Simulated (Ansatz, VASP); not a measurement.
# Sn in VASP and in Ansatz

File INCAR:

```
PREC = Accurate
ENCUT = 520
EDIFF = 1E-8
ISMEAR = -1
SIGMA = 0.03
LREAL = F
LASPH = T
NELM = 60
ALGO = Normal
ISIF = 2
LWAVE = F
LCHARG = F
GGA = PE
LEFG = T
NBANDS = 21
```

The input KPOINTS:

```
regular mesh
0
Gamma
  9 9 9
```

Contents of POSCAR:

```
Sn
1.0
    0.0324560000      3.2618280000      3.2618280000
    3.2618280000      0.0324560000      3.2618280000
    3.2618280000      3.2618280000      0.0324560000
Sn
2
Direct
    0.5000000000      0.5000000000      0.5000000000
    0.7500000000      0.7500000000      0.7500000000
```

Input for Ansatz:

```yaml
crystal:
  lattice:
    - [0.032456, 3.261828, 3.261828]
    - [3.261828, 0.032456, 3.261828]
    - [3.261828, 3.261828, 0.032456]
  atoms:
    - { symbol: Sn, position: [0.5, 0.5, 0.5] }
    - { symbol: Sn, position: [0.75, 0.75, 0.75] }
kpoints:
  mp_grid: { grid: [9, 9, 9] }
scf:
  occupations: { method: fermi_dirac, width: 0.03 }
hamiltonian:
  xc: pbe
  pseudopotentials: { kind: all_electron, datasets: crystal }
output:
  forces: true
  stress: true
  eigenvalues: true
  efg: { contact_densities: true }
```

Change from the starting cell: equal xy, yz and zx shear strains of +1 %, crystal datasets.

Alike in both runs: task electric field gradients; functional PBE; k mesh 9 × 9 × 9; occupations fermi-dirac, width 0.03 eV; no spin polarisation.

```csv
,VASP,Ansatz
version,VASP 6.6.1,Ansatz 0.2.0
potentials or method,"VASP PAW PBE potentials, release 64 (Sn_d), cutoff 520 eV","all-electron PAW with datasets made for the crystal, scalar-relativistic"
```

|  | VASP | Ansatz | Ansatz less VASP |
| --- | --- | --- | --- |
| pressure (GPa) | 3.2 | 3.2 | +0.06 |
| traceless stress, the component that is largest in VASP (GPa) | -0.52 | -0.52 | -0.001 |
| rms of the force components (eV/Å) | 0.093 | 0.093 | +0.0002 |
| size of Vzz on the site where it differs most (V/Å²) | 15.1 | 14.7 | -0.33 |

Atom by atom the forces differ by 0.000 eV/Å (rms over components). Ansatz ran all-electron here, and VASP with PAW potentials.
